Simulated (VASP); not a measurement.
# WSe3 in VASP: further runs

Runs on WSe3. Level: PBE. Tasks: single point, relaxation of cell and atoms.

Everything below comes from runs of VASP 6.6.1. Logs are shortened: lines on timing, memory, paths and dates and some standing lists are left out, and cuts for length are marked.

**1. The cell of the first run**

The structure is cubic, space group Fm-3m (No. 225). The conventional cell has a = 6.545 Å, b = 6.545 Å, c = 6.545 Å, α = 90.00°, β = 90.00°, γ = 90.00°. Within 3.7 Å of W (site symmetry m-3m) lie 14 Se at 2.83 to 3.27 Å. Se (site symmetry m-3m) has 8 Se at 2.83 Å and 6 W at 3.27 Å within 3.7 Å. Within 3.7 Å of Se (site symmetry -43m) lie 4 W at 2.83 Å and 10 Se at 2.83 to 3.27 Å.

**2. Single point, PBE**

INCAR

```
ALGO = Normal
EDIFF = 1E-7
ENCUT = 520
GGA = PE
ISIF = 2
ISMEAR = 0
LASPH = True
LCHARG = False
LREAL = False
LWAVE = False
NBANDS = 24
NELM = 60
PREC = Accurate
SIGMA = 0.1
```

KPOINTS

```
k-points
0
Gamma
  12 12 12
```

POSCAR

```
WSe3
1.0
    0.0000000000      3.2724364563      3.2724364563
    3.2724364563      0.0000000000      3.2724364563
    3.2724364563      3.2724364563      0.0000000000
W Se
1 3
Direct
    0.0000000000      0.0000000000      0.0000000000
    0.5000000000      0.5000000000      0.5000000000
    0.2500000000      0.2500000000      0.2500000000
    0.7500000000      0.7500000000      0.7500000000
```

Potentials or basis: VASP PAW PBE potentials, release 64 (W_sv, Se).

On the command line:

```
> cat potpaw_PBE.64/W_sv/POTCAR potpaw_PBE.64/Se/POTCAR > POTCAR
> mpirun -np 1 vasp_std > vasp.out
```

OUTCAR:

```text
EDIFF = 1E-7
   ENCUT = 520
   GGA = PE
   ISIF = 2
   ISMEAR = 0
   LASPH = True
   LREAL = False
   NELM = 60
   PREC = Accurate

 ion  position               nearest neighbor table
   1  0.000  0.000  0.000-   4 2.83   4 2.83   4 2.83   3 2.83   4 2.83   3 2.83   3 2.83   3 2.83

   2  0.500  0.500  0.500-
   3  0.250  0.250  0.250-   1 2.83   1 2.83   1 2.83   1 2.83
   4  0.750  0.750  0.750-   1 2.83   1 2.83   1 2.83   1 2.83

  LATTYP: Found a face centered cubic cell.
 ALAT       =     6.5448729126

  Lattice vectors:

 A1 = (   0.0000000000,   3.2724364563,   3.2724364563)
 A2 = (   3.2724364563,   0.0000000000,   3.2724364563)
 A3 = (   3.2724364563,   3.2724364563,   0.0000000000)

Analysis of symmetry for initial positions (statically):
=====================================================================
 Subroutine PRICEL returns:
 Original cell was already a primitive cell.

 Routine SETGRP: Setting up the symmetry group for a
 face centered cubic supercell.

 Subroutine GETGRP returns: Found 48 space group operations
 (whereof 48 operations were pure point group operations)
 out of a pool of 48 trial point group operations.

The static configuration has the point symmetry O_h .

Analysis of symmetry for dynamics (positions and initial velocities):
=====================================================================
 Subroutine PRICEL returns:
 Original cell was already a primitive cell.

 Routine SETGRP: Setting up the symmetry group for a
 face centered cubic supercell.

 Subroutine GETGRP returns: Found 48 space group operations
 (whereof 48 operations were pure point group operations)
 out of a pool of 48 trial point group operations.

The dynamic configuration has the point symmetry O_h .

 Subroutine INISYM returns: Found 48 space group operations
 (whereof 48 operations are pure point group operations),
 and found     1 'primitive' translations

----------------------------------------------------------------------------------------

                                     Primitive cell

  volume of cell :      70.0880

  direct lattice vectors                    reciprocal lattice vectors
     0.000000000  3.272436456  3.272436456    -0.152791355  0.152791355  0.152791355
     3.272436456  0.000000000  3.272436456     0.152791355 -0.152791355  0.152791355
     3.272436456  3.272436456  0.000000000     0.152791355  0.152791355 -0.152791355

  length of vectors
     4.627924019  4.627924019  4.627924019     0.264642390  0.264642390  0.264642390

  position of ions in fractional coordinates (direct lattice)
     0.000000000  0.000000000  0.000000000
     0.500000000  0.500000000  0.500000000
     0.250000000  0.250000000  0.250000000
     0.750000000  0.750000000  0.750000000

  ion indices of the primitive-cell ions
   primitive index   ion index
                 1           1
                 2           2
                 3           3
                 4           4

----------------------------------------------------------------------------------------

 KPOINTS: k-points

Automatic generation of k-mesh.
 Grid dimensions read from file:
 generate k-points for:   12   12   12

 Generating k-lattice:

  Cartesian coordinates                     Fractional coordinates (reciprocal lattice)
    -0.012732613  0.012732613  0.012732613     0.083333333  0.000000000  0.000000000
     0.012732613 -0.012732613  0.012732613     0.000000000  0.083333333  0.000000000
     0.012732613  0.012732613 -0.012732613     0.000000000  0.000000000  0.083333333

  Length of vectors
     0.022053532  0.022053532  0.022053532

  Shift w.r.t. Gamma in fractional coordinates (k-lattice)
     0.000000000  0.000000000  0.000000000

 Subroutine IBZKPT returns following result:
 ===========================================

 Found     72 irreducible k-points:

 Following reciprocal coordinates:
            Coordinates               Weight
  0.000000  0.000000  0.000000      1.000000
  0.083333  0.000000  0.000000      8.000000
  0.166667  0.000000  0.000000      8.000000
  0.250000  0.000000  0.000000      8.000000
  0.333333  0.000000  0.000000      8.000000
  0.416667  0.000000  0.000000      8.000000
[... 16 lines left out ...]
  0.500000  0.166667  0.000000     24.000000
 -0.416667  0.166667  0.000000     24.000000
 [... further k-points ...]
   k-points           NKPTS =     72   k-points in BZ     NKDIM =     72   number of bands    NBANDS=     24
   number of dos      NEDOS =    301   number of ions     NIONS =      4
   total plane-waves  NPLWV =  46656
   dimension x,y,z NGX =    36 NGY =   36 NGZ =   36
   dimension x,y,z NGXF=    72 NGYF=   72 NGZF=   72
   ions per type =               1   3
   NGX,Y,Z   is equivalent  to a cutoff of  12.93, 12.93, 12.93 a.u.
   NGXF,Y,Z  is equivalent  to a cutoff of  25.86, 25.86, 25.86 a.u.
 SYSTEM =  unknown system
   PREC   = accura    normal or accurate (medium, high low for compatibility)
   ISTART =      0    job   : 0-new  1-cont  2-samecut
   ICHARG =      2    charge: 1-file 2-atom 10-const
   ISPIN  =      1    spin polarized calculation?
   LNONCOLLINEAR =      F non collinear calculations
   LSORBIT =      F    spin-orbit coupling
   LASPH  =      T    aspherical Exc in radial PAW
   ENCUT  =  520.0 eV  38.22 Ry    6.18 a.u.   8.60  8.60  8.60*2*pi/ulx,y,z
   NELM   =     60;   NELMIN=  2; NELMDL= -5     # of ELM steps
   EDIFF  = 0.1E-06   stopping-criterion for ELM
   LREAL  =      F    real-space projection
   EDIFFG = 0.1E-05   stopping-criterion for IOM
   NSW    =      0    number of steps for IOM
   IBRION =     -1    ionic relax: 0-MD 1-quasi-New 2-CG
   NFREE  =      0    steps in history (QN), initial steepest desc. (CG)
   ISIF   =      2    stress and relaxation
   ISYM   =      2    0-nonsym 1-usesym 2-fastsym
   POTIM  = 0.5000    time-step for ionic-motion
   TEBEG  =    0.0;   TEEND  =   0.0 temperature during run
   PSTRESS=    0.0 pullay stress
   NELECT =      32.0000    total number of electrons
   NUPDOWN=      -1.0000    fix difference up-down
   EMIN   =  10.00;   EMAX   =-10.00  energy-range for DOS
   EFERMI =   0.00;   METHOD = LEGACY
   ISMEAR =     0;   SIGMA  =   0.10  broadening in eV -4-tet -1-fermi 0-gaus
   EFERMI_NEDOS =   21; number of points for ismear=-14 and -15
   IALGO  =     38    algorithm
   IMIX   =      4    mixing-type and parameters
     AMIX     =   0.40;   BMIX     =  1.00
     AMIX_MAG =   1.60;   BMIX_MAG =  1.00
  volume/ion in A,a.u.               =      17.52       118.24
  Fermi-wavevector in a.u.,A,eV,Ry     =   1.260599  2.382187 21.621150  1.589110
  Thomas-Fermi vector in A             =   2.394100
   LORBIT       =      0    0 simple, 1 ext, 2 COOP (PROOUT), +10 PAW based schemes
   GGA     = PE    functional components
   LHFCALC =     F    Hartree Fock is set to
   AEXX    =    0.0000 exact exchange contribution
   IVDW    =     0    specifies the selected vdW correction
   LEPSILON=     F    determine dielectric tensor
   LRPA    =     F    only Hartree local field effects (RPA)
 non-spin polarized calculation
 Gauss-broadening in eV      SIGMA  =   0.10
  energy-cutoff  :      520.00
  volume of cell :       70.09
 maximum number of plane-waves:      1917
   NGX = 17   NGY = 17   NGZ = 17

 number of electron      32.0000002 magnetization

 Free energy of the ion-electron system (eV)
  ---------------------------------------------------
  ext. energy  EPLUGINS =         0.00000000
  ---------------------------------------------------
  free energy    TOTEN  =       -20.86487523 eV

  energy without entropy =      -20.84875860  energy(sigma->0) =      -20.85681691

 E-fermi :   8.2984     XC(G=0): -11.7530

 val. band max:        8.2978057327   @ k =  -0.3333   0.0833   0.0000
 cond. band min:       8.2984171447   @ k =   0.4167   0.4167   0.0000
 fundamental gap:      0.0006114121
 Fermi energy:         8.2983740894

 k-point     1 :       0.0000    0.0000    0.0000
  band No.  band energies     occupation
      1     -66.4653      2.00000
      2     -30.5942      2.00000
      3     -30.5942      2.00000
      4     -30.5942      2.00000
      5      -8.6816      2.00000
      6      -3.9655      2.00000
[... 16 lines left out ...]
     23      15.9926      0.00000
     24      15.9926      0.00000

 k-point     2 :       0.0833    0.0000    0.0000
  band No.  band energies     occupation
      1     -66.4653      2.00000
      2     -30.5947      2.00000
      3     -30.5943      2.00000
      4     -30.5943      2.00000
      5      -8.6187      2.00000
      6      -4.0481      2.00000
[... 16 lines left out ...]
     23      15.9159      0.00000
     24      15.9159      0.00000

 k-point     3 :       0.1667    0.0000    0.0000
  band No.  band energies     occupation
      1     -66.4653      2.00000
      2     -30.5959      2.00000
      3     -30.5944      2.00000
      4     -30.5944      2.00000
      5      -8.4331      2.00000
      6      -4.2863      2.00000
[... 16 lines left out ...]
     23      15.7238      0.00000
     24      15.7238      0.00000

 k-point     4 :       0.2500    0.0000    0.0000
  band No.  band energies     occupation
      1     -66.4653      2.00000
      2     -30.5976      2.00000
      3     -30.5947      2.00000
      4     -30.5947      2.00000
      5      -8.1337      2.00000
      6      -4.6763      2.00000
[... 16 lines left out ...]
     23      15.3585      0.00000
     24      15.3585      0.00000

 k-point     5 :       0.3333    0.0000    0.0000
  band No.  band energies     occupation
      1     -66.4652      2.00000
      2     -30.5992      2.00000
      3     -30.5949      2.00000
      4     -30.5949      2.00000
      5      -7.7394      2.00000
      6      -5.1971      2.00000
[... 451 lines left out ...]
 k-point    22 :       0.4167    0.1667    0.0000
  band No.  band energies     occupation
      1     -66.4652      2.00000
      2     -30.5995      2.00000
      3     -30.5958      2.00000
      4     -30.5955      2.00000
      5      -7.3936      2.00000
      6      -5.3323      2.00000
[... 16 lines left out ...]
     23      14.7226      0.00000
     24      14.9115      0.00000

 k-point    23 :       0.5000    0.1667    0.0000
  band No.  band energies     occupation
      1     -66.4652      2.00000
      2     -30.6002      2.00000
      3     -30.5962      2.00000
      4     -30.5955      2.00000
      5      -6.9752      2.00000
      6      -5.8077      2.00000
[... 16 lines left out ...]
     23      14.5025      0.00000
     24      15.2407      0.00000

 k-point    24 :      -0.4167    0.1667    0.0000
  band No.  band energies     occupation
      1     -66.4652      2.00000
      2     -30.6003      2.00000
      3     -30.5964      2.00000
      4     -30.5954      2.00000
      5      -6.8816      2.00000
      6      -5.9095      2.00000
[... 16 lines left out ...]
     23      14.6067      0.00000
     24      15.5479      0.00000

 [... further k-points ...]
[... 5 lines left out ...]
  --------------------------------------------------------------------------------------
  -------------------------------------------------------------------------------------
  Total        0.0614898      0.0614898      0.0614898     -0.0000000     -0.0000000      0.0000000
  in kB        1.4056269      1.4056269      1.4056269     -0.0000000     -0.0000000      0.0000000
  external PRESSURE =       1.4056269 kB  Pullay stress =       0.0000000 kB

 VOLUME and BASIS-vectors are now :
 -----------------------------------------------------------------------------
  energy-cutoff  :      520.00
  volume of cell :       70.09
      direct lattice vectors                 reciprocal lattice vectors
     0.000000000  3.272436456  3.272436456    -0.152791355  0.152791355  0.152791355
     3.272436456  0.000000000  3.272436456     0.152791355 -0.152791355  0.152791355
     3.272436456  3.272436456  0.000000000     0.152791355  0.152791355 -0.152791355

 POSITION                                       TOTAL-FORCE (eV/Angst)
 -----------------------------------------------------------------------------------
      0.00000      0.00000      0.00000        -0.000000     -0.000000     -0.000000
      3.27244      3.27244      3.27244        -0.000000     -0.000000     -0.000000
      1.63622      1.63622      1.63622        -0.000000      0.000000     -0.000000
      4.90865      4.90865      4.90865         0.000000      0.000000      0.000000
 -----------------------------------------------------------------------------------
    total drift:                               -0.000000      0.000000      0.000000

  FREE ENERGIE OF THE ION-ELECTRON SYSTEM (eV)
  ---------------------------------------------------
  free  energy   TOTEN  =       -20.8648752259 eV

  energy  without entropy=      -20.8487585956  energy(sigma->0) =      -20.85681691
```

Run time: 1.8 min. Hardware: 1 thread of Intel Xeon 6975P-C, shared host; peak memory 0.27 GiB.

Results:

| Property | Result |
| --- | --- |
| Free energy | -20.8649 eV |
| Pressure | 0.1 GPa |
| Band gap on the k mesh | zero (band 16 reaches 8.91 eV, above the bottom of band 17 at 7.03 eV) |

Levels at points of the mesh, in eV from the Fermi level:
```csv
k point,band 12,band 13,band 14,band 15,band 16,band 17,band 18,band 19,band 20,band 21
"(0.00, 0.00, 0.00)",-4.45,-4.45,-1.51,-1.51,-0.60,-0.60,-0.60,2.72,2.72,2.72
"(0.50, 0.00, 0.00)",-3.85,-2.13,-2.13,-1.84,-0.01,1.11,1.11,1.16,3.86,3.86
"(0.50, 0.50, 0.00)",-2.65,-1.65,-0.71,-0.62,-0.09,0.58,0.84,0.84,1.86,1.86
```

Caveat: spin-orbit coupling is left out, which moves the levels of the heavy elements.

(Continued in part 2 of 2.)
